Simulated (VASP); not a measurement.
# NaLa (P-6m2) in VASP: settings compared, part 2 of 2

VASP 6.6.1. Earlier steps stand in the parts before.

### 4 Single point, r2SCAN

File POSCAR:

```
NaLa
1.0
    3.6062507687      0.0000000000      0.0000000000
   -1.8031253843      3.1231047781      0.0000000000
    0.0000000000      0.0000000000      6.4837820000
La Na
1 1
Direct
    0.3333333333      0.6666666667      0.5000000000
    0.0000000000      0.0000000000      0.0000000000
```

File INCAR.step1:

```
ALGO = Normal ; EDIFF = 1E-4
ENCUT = 520 ; GGA = PE
ISMEAR = -1 ; LASPH = True
LCHARG = False ; LREAL = False
LWAVE = True ; NBANDS = 16
NELM = 80 ; PREC = Accurate
SIGMA = 0.05
```

File INCAR.step2:

```
ALGO = Normal ; EDIFF = 1E-6
ENCUT = 520 ; ISIF = 2
ISMEAR = -1 ; ISTART = 1
LASPH = True ; LCHARG = False
LMIXTAU = True ; LREAL = False
LWAVE = False ; METAGGA = R2SCAN
NBANDS = 16 ; NELM = 80
PREC = Accurate ; SIGMA = 0.05
```

File KPOINTS:

```
k-points
0
Gamma
  5 5 3
```

Potentials or basis: VASP PAW PBE potentials, release 64 (La, Na_pv).

Command:

```bash
$ cat potpaw_PBE.64/La/POTCAR potpaw_PBE.64/Na_pv/POTCAR > POTCAR
$ cp INCAR.step1 INCAR
$ mpirun -np 1 vasp_std > vasp.out
$ cp INCAR.step2 INCAR
$ mpirun -np 1 vasp_std > vasp.out
```

OUTCAR:

```text
EDIFF = 1E-6
   ENCUT = 520
   ISIF = 2
   ISMEAR = -1
   ISTART = 1
   LASPH = True
   LREAL = False
   METAGGA = R2SCAN
   NELM = 80
   PREC = Accurate

 ion  position               nearest neighbor table
   1  0.333  0.667  0.500-
   2  0.000  0.000  0.000-

  LATTYP: Found a hexagonal cell.
 ALAT       =     3.6062507687
 C/A-ratio  =     1.7979287675

  Lattice vectors:

 A1 = (   3.6062507687,   0.0000000000,   0.0000000000)
 A2 = (  -1.8031253843,   3.1231047781,   0.0000000000)
 A3 = (   0.0000000000,   0.0000000000,   6.4837820000)

Analysis of symmetry for initial positions (statically):
=====================================================================
 Subroutine PRICEL returns:
 Original cell was already a primitive cell.

 Routine SETGRP: Setting up the symmetry group for a
 hexagonal supercell.

 Subroutine GETGRP returns: Found 12 space group operations
 (whereof 12 operations were pure point group operations)
 out of a pool of 24 trial point group operations.

The static configuration has the point symmetry D_3h.

Analysis of symmetry for dynamics (positions and initial velocities):
=====================================================================
 Subroutine PRICEL returns:
 Original cell was already a primitive cell.

 Routine SETGRP: Setting up the symmetry group for a
 hexagonal supercell.

 Subroutine GETGRP returns: Found 12 space group operations
 (whereof 12 operations were pure point group operations)
 out of a pool of 24 trial point group operations.

The dynamic configuration has the point symmetry D_3h.

 Subroutine INISYM returns: Found 12 space group operations
 (whereof 12 operations are pure point group operations),
 and found     1 'primitive' translations

----------------------------------------------------------------------------------------

                                     Primitive cell
[... 93 lines left out ...]
   IALGO  =     38    algorithm
   IMIX   =      4    mixing-type and parameters
     AMIX     =   0.40;   BMIX     =  1.00
     AMIX_MAG =   1.60;   BMIX_MAG =  1.00
  volume/ion in A,a.u.               =      36.51       246.40
  Fermi-wavevector in a.u.,A,eV,Ry     =   1.026460  1.939728 14.335373  1.053620
  Thomas-Fermi vector in A             =   2.160354
   LORBIT       =      0    0 simple, 1 ext, 2 COOP (PROOUT), +10 PAW based schemes
   METAGGA = R2SCAN    functional components
   LHFCALC =     F    Hartree Fock is set to
   AEXX    =    0.0000 exact exchange contribution
   IVDW    =     0    specifies the selected vdW correction
   LEPSILON=     F    determine dielectric tensor
   LRPA    =     F    only Hartree local field effects (RPA)
 non-spin polarized calculation
  energy-cutoff  :      520.00
  volume of cell :       73.02
 maximum number of plane-waves:      1992
 NGX is ok and might be reduce to    28
   NGX = 13   NGY = 13   NGZ = 25

 number of electron      17.9999986 magnetization

 Free energy of the ion-electron system (eV)
  ---------------------------------------------------
  ext. energy  EPLUGINS =         0.00000000
  ---------------------------------------------------
  free energy    TOTEN  =       -32.86074880 eV

  energy without entropy =      -32.83869725  energy(sigma->0) =      -32.84972303

 E-fermi :   4.1256     XC(G=0):  -8.7003

 val. band max:        3.9476080839   @ k =   0.4000  -0.0000   0.0000
 cond. band min:       4.1465767231   @ k =   0.2000   0.2000   0.3333
 fundamental gap:      0.1989686393
 Fermi energy:         4.1256403041

 k-point     1 :       0.0000    0.0000    0.0000
  band No.  band energies     occupation
      1     -30.1284      2.00000
      2     -21.2419      2.00000
      3     -21.2369      2.00000
      4     -21.2367      2.00000
      5     -13.4469      2.00000
      6     -12.5825      2.00000
[... 167 lines left out ...]
      3     -21.2554      2.00000
      4     -21.2348      2.00000
      5     -13.8947      2.00000
      6     -13.2719      2.00000
[... 8 lines left out ...]
     15       6.2748      0.00000
     16       6.4224      0.00000

------------------------ aborting loop because EDIFF is reached ----------------------------------------

  FORCE on cell =-STRESS in cart. coord.  units (eV):
  Direction    XX          YY          ZZ          XY          YZ          ZX
  --------------------------------------------------------------------------------------
  -------------------------------------------------------------------------------------
  Total        0.1868156      0.1868156     -0.0175373      0.0000000      0.0000000      0.0000000
  in kB        4.0987633      4.0987633     -0.3847703      0.0000000      0.0000000      0.0000000
  external PRESSURE =       2.6042521 kB  Pullay stress =       0.0000000 kB

 VOLUME and BASIS-vectors are now :
 -----------------------------------------------------------------------------
  energy-cutoff  :      520.00
  volume of cell :       73.02
      direct lattice vectors                 reciprocal lattice vectors
     3.606250769  0.000000000  0.000000000     0.277296301  0.160097094  0.000000000
    -1.803125384  3.123104778  0.000000000     0.000000000  0.320194188  0.000000000
     0.000000000  0.000000000  6.483782000     0.000000000  0.000000000  0.154230972

 POSITION                                       TOTAL-FORCE (eV/Angst)
 -----------------------------------------------------------------------------------
     -0.00000      2.08207      3.24189        -0.000000      0.000000      0.000000
      0.00000      0.00000      0.00000         0.000000     -0.000000      0.000000
 -----------------------------------------------------------------------------------
    total drift:                               -0.000001      0.000001     -0.000000

  FREE ENERGIE OF THE ION-ELECTRON SYSTEM (eV)
  ---------------------------------------------------
  free  energy   TOTEN  =       -32.8607488044 eV

  energy  without entropy=      -32.8386972521  energy(sigma->0) =      -32.84972303
```

OSZICAR.step1:

```text
N       E                     dE             d eps       ncg     rms          rms(c)
DAV:   1     0.184457496337E+03    0.18446E+03   -0.78690E+03   328   0.143E+03
DAV:   2     0.138980470289E+02   -0.17056E+03   -0.16528E+03   440   0.274E+02
DAV:   3    -0.373645498493E+01   -0.17635E+02   -0.17310E+02   360   0.109E+02
DAV:   4    -0.631451357780E+01   -0.25781E+01   -0.25250E+01   616   0.269E+01
DAV:   5    -0.637573657879E+01   -0.61223E-01   -0.61050E-01   392   0.456E+00    0.304E+00
DAV:   6    -0.579489375239E+01    0.58084E+00   -0.18032E+00   552   0.580E+00    0.142E+00
DAV:   7    -0.577959766633E+01    0.15296E-01   -0.89587E-02   480   0.251E+00    0.766E-01
DAV:   8    -0.577973056211E+01   -0.13290E-03   -0.51675E-02   512   0.164E+00    0.200E-01
DAV:   9    -0.578148089235E+01   -0.17503E-02   -0.81804E-03   544   0.654E-01    0.111E-01
DAV:  10    -0.578164674003E+01   -0.16585E-03   -0.12308E-03   560   0.281E-01    0.490E-02
DAV:  11    -0.578159530173E+01    0.51438E-04   -0.15367E-04   360   0.117E-01
   1 F= -.57815953E+01 E0= -.57690039E+01  d E =-.251827E-01
```

It took 3.5 min on 1 thread of AMD EPYC 7R13, shared host; peak memory 0.18 GiB.

Results:

| Item | Value |
| --- | --- |
| Free energy | -32.8607 eV |
| Pressure | 0.3 GPa |
| Band gap on the k mesh | zero (band 9 reaches 4.15 eV, above the bottom of band 10 at 3.95 eV) |

Caveat: the k points lie up to 0.40 Å⁻¹ apart; the PAW data sets were made with another functional, which shifts forces and pressure a little; spin-orbit coupling is left out, which moves the levels of the heavy elements.

### 5 Summary

```csv
level,gap on the mesh (eV),pressure (GPa)
revPBE,none,0.9
BLYP,none,1.0
r2SCAN,none,0.3
```

Alike in all rows: task single point; potentials or basis VASP PAW PBE potentials, release 64 (La, Na_pv); no spin polarisation; cell as given; k mesh 5 × 5 × 3; cutoff (eV) 520; smearing fermi-dirac 0.05 eV.

Caveats: all runs use coarse meshes; the PAW data sets were made with another functional, which shifts forces and pressure a little; spin-orbit coupling is left out, which moves the levels of the heavy elements.

Total energies depend on the potentials used, so only differences within one code and one set of settings carry meaning.
